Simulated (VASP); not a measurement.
Wanted: the native input for a VASP 6.6.1 run.

```
Task                   : single point
Functional             : PBE
Dispersion             : D3(BJ)
Potentials or basis    : VASP PAW PBE potentials, release 64 (As)
Cutoff                 : 400 eV
k mesh                 : 12 × 12 × 1
Occupations            : gaussian, width 0.04 eV
Spin                   : no spin polarisation
Dipole correction      : yes
Further INCAR settings : ALGO = Normal; EDIFF = 1e-06; NBANDS = 12; NELMDL = -8
```

The structure of As lies in POSCAR:

```
As
1.0
    3.6178544650      0.0000000000      0.0000000000
   -1.8089272325      3.1331538739      0.0000000000
    0.0000000000      0.0000000000     22.4800000000
As
2
Direct
    0.3333333333      0.6666666667      0.5961422713
    0.0000000000      0.0000000000      0.6575300385
```

These files were run (other wordings do the same):

INCAR

```
ALGO     = Normal         # electronic algorithm
DIPOL    = 0.5 0.5 0.627
EDIFF    = 1E-6           # SCF threshold, eV
ENCUT    = 400            # plane-wave cutoff, eV
GGA      = PE             # functional
GGA_COMPAT= F            
IDIPOL   = 3            
ISIF     = 2              # what is computed and relaxed
ISMEAR   = 0              # smearing method
IVDW     = 12             # dispersion correction
LASPH    = T              # aspherical terms in the spheres
LCHARG   = T              # write CHGCAR
LDIPOL   = T            
LELF     = T              # ELF
LREAL    = F              # projectors in reciprocal space
LVACPOTAV= T            
LVHAR    = T            
LWAVE    = F              # write WAVECAR
NBANDS   = 12             # bands
NELM     = 120            # most SCF steps
NELMDL   = -8           
PREC     = Accurate       # precision mode
SIGMA    = 0.04           # smearing width, eV
```

KPOINTS

```
k-points
0
Gamma
  12 12 1
```

Potentials or basis: VASP PAW PBE potentials, release 64 (As).

Launch:

```console
$ cat potpaw_PBE.64/As/POTCAR > POTCAR
$ mpirun -np 1 vasp_std > vasp.out
```

Results of the run:

The largest force is 0.156 eV/Å, the band gap on the k mesh is 1.70 eV, indirect (least direct gap 1.92 eV) and the dispersion energy per atom is -0.207 eV.

It took 75 s on 1 thread of Intel Xeon 8259CL (shared host), peak memory 0.28 GiB.
